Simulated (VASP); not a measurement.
# Ni (P6/mmm) in VASP: further runs

Runs on Ni. Level: LDA. Tasks: single point.

All numbers are computed with VASP 6.6.1; they aren't measurements. Logs are shortened: lines on timing, memory, paths and dates and some standing lists are left out, and cuts for length are marked.

## (1) The cell of the first run

Symmetry: P6/mmm, No. 191, hexagonal system. Conventional cell: a = 3.781 Å, b = 3.781 Å, c = 2.272 Å, α = 90.00°, β = 90.00°, γ = 120.00°. Ni (site symmetry 6/mmm) has 14 Ni at 2.27 to 2.46 Å within 3.0 Å. Within 2.9 Å of Ni (site symmetry -6m2) lie 11 Ni at 2.18 to 2.46 Å.

This isn't the form of Ni at room conditions, which is fcc.

## (2) Single point, LDA (9.38 Å³/atom)

Input file INCAR:

```
ALGO = Normal ; EDIFF = 1E-6
ENCUT = 520 ; GGA = CA
ISIF = 2 ; ISMEAR = -1
LASPH = T ; LCHARG = F
LREAL = F ; LWAVE = F
NBANDS = 22 ; NELM = 80
PREC = Accurate ; SIGMA = 0.1
```

Input file KPOINTS:

```
k-points
0
Gamma
  11 11 15
```

Input file POSCAR:

```
Ni
1.0
    3.7810375928      0.0000000000      0.0000000000
   -1.8905187964      3.2744746080      0.0000000000
    0.0000000000      0.0000000000      2.2722190475
Ni
3
Direct
    1.0000000000      0.0000000000      0.0000000000
    0.3333333333      0.6666666667      0.5000000000
    0.6666666667      0.3333333333      0.5000000000
```

Potentials or basis: VASP PAW LDA potentials, release 64 (Ni).

Launch:

```bash
$ cat potpaw_LDA.64/Ni/POTCAR > POTCAR
$ mpirun -np 1 vasp_std > vasp.out
```

OUTCAR:

```text
EDIFF = 1E-6
   ENCUT = 520
   GGA = CA
   ISIF = 2
   ISMEAR = -1
   LASPH = T
   LREAL = F
   NELM = 80
   PREC = Accurate

 ion  position               nearest neighbor table
   1  0.000  0.000  0.000-   2 2.46   3 2.46   2 2.46   3 2.46   2 2.46   2 2.46   3 2.46   3 2.46
                             3 2.46   3 2.46   2 2.46   2 2.46
   2  0.333  0.667  0.500-   3 2.18   3 2.18   3 2.18   1 2.46   1 2.46   1 2.46   1 2.46   1 2.46
                             1 2.46
   3  0.667  0.333  0.500-   2 2.18   2 2.18   2 2.18   1 2.46   1 2.46   1 2.46   1 2.46   1 2.46
                             1 2.46

  LATTYP: Found a hexagonal cell.
 ALAT       =     3.7810375928
 C/A-ratio  =     0.6009511918

  Lattice vectors:

 A1 = (   3.7810375928,   0.0000000000,   0.0000000000)
 A2 = (  -1.8905187964,   3.2744746080,   0.0000000000)
 A3 = (   0.0000000000,   0.0000000000,   2.2722190475)

Analysis of symmetry for initial positions (statically):
=====================================================================
 Subroutine PRICEL returns:
 Original cell was already a primitive cell.

 Routine SETGRP: Setting up the symmetry group for a
 hexagonal supercell.

 Subroutine GETGRP returns: Found 24 space group operations
 (whereof 24 operations were pure point group operations)
 out of a pool of 24 trial point group operations.

The static configuration has the point symmetry D_6h.

Analysis of symmetry for dynamics (positions and initial velocities):
=====================================================================
 Subroutine PRICEL returns:
 Original cell was already a primitive cell.

 Routine SETGRP: Setting up the symmetry group for a
 hexagonal supercell.

 Subroutine GETGRP returns: Found 24 space group operations
 (whereof 24 operations were pure point group operations)
 out of a pool of 24 trial point group operations.

The dynamic configuration has the point symmetry D_6h.

 Subroutine INISYM returns: Found 24 space group operations
 (whereof 24 operations are pure point group operations),
 and found     1 'primitive' translations

----------------------------------------------------------------------------------------

                                     Primitive cell

  volume of cell :      28.1321

  direct lattice vectors                    reciprocal lattice vectors
     3.781037593  0.000000000  0.000000000     0.264477667  0.152696252  0.000000000
    -1.890518796  3.274474608  0.000000000     0.000000000  0.305392504  0.000000000
     0.000000000  0.000000000  2.272219048     0.000000000  0.000000000  0.440098414

  length of vectors
     3.781037593  3.781037593  2.272219048     0.305392504  0.305392504  0.440098414

  position of ions in fractional coordinates (direct lattice)
     0.000000000  0.000000000  0.000000000
     0.333333333  0.666666667  0.500000000
     0.666666667  0.333333333  0.500000000

  ion indices of the primitive-cell ions
   primitive index   ion index
                 1           1
                 2           2
                 3           3

----------------------------------------------------------------------------------------

 KPOINTS: k-points

Automatic generation of k-mesh.
 Grid dimensions read from file:
 generate k-points for:   11   11   15

 Generating k-lattice:

  Cartesian coordinates                     Fractional coordinates (reciprocal lattice)
     0.024043424  0.013881477  0.000000000     0.090909091 -0.000000000  0.000000000
     0.000000000  0.027762955  0.000000000     0.000000000  0.090909091  0.000000000
     0.000000000  0.000000000  0.029339894     0.000000000  0.000000000  0.066666667

  Length of vectors
     0.027762955  0.027762955  0.029339894

  Shift w.r.t. Gamma in fractional coordinates (k-lattice)
     0.000000000  0.000000000  0.000000000

 Subroutine IBZKPT returns following result:
 ===========================================

 Found    128 irreducible k-points:

 Following reciprocal coordinates:
            Coordinates               Weight
  0.000000  0.000000  0.000000      1.000000
  0.090909  0.000000  0.000000      6.000000
  0.181818 -0.000000  0.000000      6.000000
  0.272727  0.000000  0.000000      6.000000
  0.363636  0.000000  0.000000      6.000000
  0.454545  0.000000  0.000000      6.000000
[... 16 lines left out ...]
  0.090909  0.090909  0.066667     12.000000
  0.181818  0.090909  0.066667     24.000000
 [... further k-points ...]
   k-points           NKPTS =    128   k-points in BZ     NKDIM =    128   number of bands    NBANDS=     22
   number of dos      NEDOS =    301   number of ions     NIONS =      3
   total plane-waves  NPLWV =  14112
   dimension x,y,z NGX =    28 NGY =   28 NGZ =   18
   dimension x,y,z NGXF=    56 NGYF=   56 NGZF=   36
   ions per type =               3
   NGX,Y,Z   is equivalent  to a cutoff of  12.31, 12.31, 13.17 a.u.
   NGXF,Y,Z  is equivalent  to a cutoff of  24.62, 24.62, 26.34 a.u.
 SYSTEM =  unknown system
   PREC   = accura    normal or accurate (medium, high low for compatibility)
   ISTART =      0    job   : 0-new  1-cont  2-samecut
   ICHARG =      2    charge: 1-file 2-atom 10-const
   ISPIN  =      1    spin polarized calculation?
   LNONCOLLINEAR =      F non collinear calculations
   LSORBIT =      F    spin-orbit coupling
   LASPH  =      T    aspherical Exc in radial PAW
   ENCUT  =  520.0 eV  38.22 Ry    6.18 a.u.   7.03  7.03  4.22*2*pi/ulx,y,z
   NELM   =     80;   NELMIN=  2; NELMDL= -5     # of ELM steps
   EDIFF  = 0.1E-05   stopping-criterion for ELM
   LREAL  =      F    real-space projection
   EDIFFG = 0.1E-04   stopping-criterion for IOM
   NSW    =      0    number of steps for IOM
   IBRION =     -1    ionic relax: 0-MD 1-quasi-New 2-CG
   NFREE  =      0    steps in history (QN), initial steepest desc. (CG)
   ISIF   =      2    stress and relaxation
   ISYM   =      2    0-nonsym 1-usesym 2-fastsym
   POTIM  = 0.5000    time-step for ionic-motion
   TEBEG  =    0.0;   TEEND  =   0.0 temperature during run
   PSTRESS=    0.0 pullay stress
   NELECT =      30.0000    total number of electrons
   NUPDOWN=      -1.0000    fix difference up-down
   EMIN   =  10.00;   EMAX   =-10.00  energy-range for DOS
   EFERMI =   0.00;   METHOD = LEGACY
   ISMEAR =    -1;   SIGMA  =   0.10  broadening in eV -4-tet -1-fermi 0-gaus
   EFERMI_NEDOS =   21; number of points for ismear=-14 and -15
   IALGO  =     38    algorithm
   IMIX   =      4    mixing-type and parameters
     AMIX     =   0.40;   BMIX     =  1.00
     AMIX_MAG =   1.60;   BMIX_MAG =  1.00
  volume/ion in A,a.u.               =       9.38        63.28
  Fermi-wavevector in a.u.,A,eV,Ry     =   1.672557  3.160675 38.061585  2.797448
  Thomas-Fermi vector in A             =   2.757683
   LORBIT       =      0    0 simple, 1 ext, 2 COOP (PROOUT), +10 PAW based schemes
   GGA     = CA    functional components
   LHFCALC =     F    Hartree Fock is set to
   AEXX    =    0.0000 exact exchange contribution
   IVDW    =     0    specifies the selected vdW correction
   LEPSILON=     F    determine dielectric tensor
   LRPA    =     F    only Hartree local field effects (RPA)
 non-spin polarized calculation
  energy-cutoff  :      520.00
  volume of cell :       28.13
 maximum number of plane-waves:       767
   NGX = 15   NGY = 15   NGZ =  9

 number of electron      29.9999998 magnetization

 Free energy of the ion-electron system (eV)
  ---------------------------------------------------
  ext. energy  EPLUGINS =         0.00000000
  ---------------------------------------------------
  free energy    TOTEN  =       -19.23150358 eV

  energy without entropy =      -19.00825174  energy(sigma->0) =      -19.11987766

 E-fermi :  11.2371     XC(G=0): -14.5056

 val. band max:       11.2368742587   @ k =   0.4545   0.0000   0.4667
 cond. band min:      11.2378849129   @ k =   0.4545   0.0909   0.0667
 fundamental gap:      0.0010106542
 Fermi energy:        11.2370864206

 k-point     1 :       0.0000    0.0000    0.0000
  band No.  band energies     occupation
      1       1.3020      2.00000
      2       6.4297      2.00000
      3       7.8593      2.00000
      4       7.8593      2.00000
      5       7.8648      2.00000
      6       7.8648      2.00000
[... 14 lines left out ...]
     21      21.1952      0.00000
     22      21.2909      0.00000

 k-point     2 :       0.0909    0.0000    0.0000
  band No.  band energies     occupation
      1       1.4285      2.00000
      2       6.4432      2.00000
      3       7.4717      2.00000
      4       7.6535      2.00000
      5       7.8416      2.00000
      6       8.1965      2.00000
[... 14 lines left out ...]
     21      21.7611      0.00000
     22      22.1761      0.00000

 k-point     3 :       0.1818   -0.0000    0.0000
  band No.  band energies     occupation
      1       1.8022      2.00000
      2       6.4287      2.00000
      3       7.0642      2.00000
      4       7.5620      2.00000
      5       7.5660      2.00000
      6       8.2630      2.00000
[... 14 lines left out ...]
     21      22.9001      0.00000
     22      24.4005      0.00000

 k-point     4 :       0.2727    0.0000    0.0000
  band No.  band energies     occupation
      1       2.4048      2.00000
      2       6.2298      2.00000
      3       6.7266      2.00000
      4       7.3148      2.00000
      5       7.5715      2.00000
      6       8.1861      2.00000
[... 14 lines left out ...]
     21      24.4476      0.00000
     22      26.9831      0.00000

 k-point     5 :       0.3636    0.0000    0.0000
  band No.  band energies     occupation
      1       3.2017      2.00000
      2       5.8696      2.00000
      3       6.1860      2.00000
      4       7.3708      2.00000
      5       7.6522      2.00000
      6       8.0251      2.00000
[... 417 lines left out ...]
 k-point    22 :       0.4545    0.0000    0.0667
  band No.  band energies     occupation
      1       4.2476      2.00000
      2       5.2113      2.00000
      3       5.9802      2.00000
      4       7.6206      2.00000
      5       7.7409      2.00000
      6       7.8720      2.00000
[... 14 lines left out ...]
     21      28.5550      0.00000
     22      29.6832      0.00000

 k-point    23 :       0.0909    0.0909    0.0667
  band No.  band energies     occupation
      1       1.8164      2.00000
      2       6.5411      2.00000
      3       7.2428      2.00000
      4       7.3238      2.00000
      5       7.9609      2.00000
      6       8.1348      2.00000
[... 14 lines left out ...]
     21      23.3812      0.00000
     22      23.4354      0.00000

 k-point    24 :       0.1818    0.0909    0.0667
  band No.  band energies     occupation
      1       2.3004      2.00000
      2       6.4258      2.00000
      3       6.8929      2.00000
      4       7.2272      2.00000
      5       7.8324      2.00000
      6       8.2775      2.00000
[... 14 lines left out ...]
     21      24.9193      0.00000
     22      25.8873      0.00000

 [... further k-points ...]
[... 5 lines left out ...]
  --------------------------------------------------------------------------------------
  -------------------------------------------------------------------------------------
  Total        4.3897632      4.3897632      4.1760624      0.0000000     -0.0000000      0.0000000
  in kB      250.0050938    250.0050938    237.8344394      0.0000000     -0.0000000      0.0000000
  external PRESSURE =     245.9482090 kB  Pullay stress =       0.0000000 kB

 VOLUME and BASIS-vectors are now :
 -----------------------------------------------------------------------------
  energy-cutoff  :      520.00
  volume of cell :       28.13
      direct lattice vectors                 reciprocal lattice vectors
     3.781037593  0.000000000  0.000000000     0.264477667  0.152696252  0.000000000
    -1.890518796  3.274474608  0.000000000     0.000000000  0.305392504  0.000000000
     0.000000000  0.000000000  2.272219048     0.000000000  0.000000000  0.440098414

 POSITION                                       TOTAL-FORCE (eV/Angst)
 -----------------------------------------------------------------------------------
      0.00000      0.00000      0.00000        -0.000000      0.000000      0.000000
     -0.00000      2.18298      1.13611        -0.000000      0.000000      0.000000
      1.89052      1.09149      1.13611         0.000000     -0.000000      0.000000
 -----------------------------------------------------------------------------------
    total drift:                                0.000000      0.000000     -0.000000

  FREE ENERGIE OF THE ION-ELECTRON SYSTEM (eV)
  ---------------------------------------------------
  free  energy   TOTEN  =       -19.2315035826 eV

  energy  without entropy=      -19.0082517447  energy(sigma->0) =      -19.11987766
```

Wall time 2 min (1 thread of Intel Xeon 8259CL, shared host); peak memory 0.17 GiB.

Results:

```yaml
Free_energy: -19.2315 eV
Pressure: 24.6 GPa
Band_gap_on_the_k_mesh: zero (bands 15 and 16 overlap by 0.70 eV)
```

Caveat: the cell stands under pressure; the run has no spin polarisation, though such a crystal can be magnetic. Spin polarisation is off, so any magnetic state and its effect on volume and gap are missing.

[end of part 1 of 2]
